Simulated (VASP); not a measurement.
Wanted: the native input for a VASP 6.6.1 run.

```
Task                   : relaxation of cell and atoms
Functional             : PBEsol
Potentials or basis    : VASP PAW PBE potentials, release 64 (Ta_pv, N)
Cutoff                 : 600 eV
k mesh                 : 16 × 16 × 16
Occupations            : fermi-dirac, width 0.15 eV
Spin                   : no spin polarisation
Target pressure        : 2 GPa
Dipole correction      : no
Further INCAR settings : ALGO = Normal; EDIFF = 1e-07; IBRION = 2; EDIFFG = -0.001; NSW = 80; ISIF = 3
```

The structure of TaN lies in POSCAR:

```
TaN
1.0
    0.0000000000      2.1884211790      2.1884211790
    2.1884211790      0.0000000000      2.1884211790
    2.1884211790      2.1884211790      0.0000000000
Ta N
1 1
Direct
    0.5000000000      0.5000000000      0.5000000000
    0.0000000000      0.0000000000      0.0000000000
```

One way to write it, as run:

INCAR

```
SYSTEM = TaN
PREC = Accurate
ENCUT = 600
EDIFF = 1E-7
ISMEAR = -1
SIGMA = 0.15
LREAL = .False.
LASPH = .True.
NELM = 60
ALGO = Normal
ISIF = 3
LWAVE = .False.
LCHARG = .False.
GGA = PS
IBRION = 2
NSW = 80
EDIFFG = -0.001
PSTRESS = 20.0
```

KPOINTS

```
Automatic mesh
0
Gamma
  16 16 16
  0 0 0
```

Potentials or basis: VASP PAW PBE potentials, release 64 (Ta_pv, N).

Command:

```bash
$ cat potpaw_PBE.64/Ta_pv/POTCAR potpaw_PBE.64/N/POTCAR > POTCAR
$ mpirun -np 1 vasp_std > vasp.out
```

Results of the run:

The relaxed volume is 10.45 Å³/atom. The relaxed cell is a = 3.092 Å, b = 3.092 Å, c = 3.092 Å, α = 60.00°, β = 60.00°, γ = 60.00°. The space group after relaxing (to 0.05 Å) is Fm-3m (No. 225) and the energy change on relaxing (the enthalpy is what falls) is +0.3 meV/atom. The ionic steps are 3 and the pressure after relaxing is 2.0 GPa. The band gap on the k mesh is zero (band 8 reaches 11.54 eV, above the bottom of band 9 at 7.40 eV).

Caveat: the cell is relaxed towards a set pressure, so the enthalpy falls and the energy may rise; the PAW data sets were made with another functional, which shifts forces and pressure a little; spin-orbit coupling is left out, which moves the levels of the heavy elements.

Wall time 100 s on 1 thread of Intel Xeon 6975P-C (shared host), peak memory 0.21 GiB.
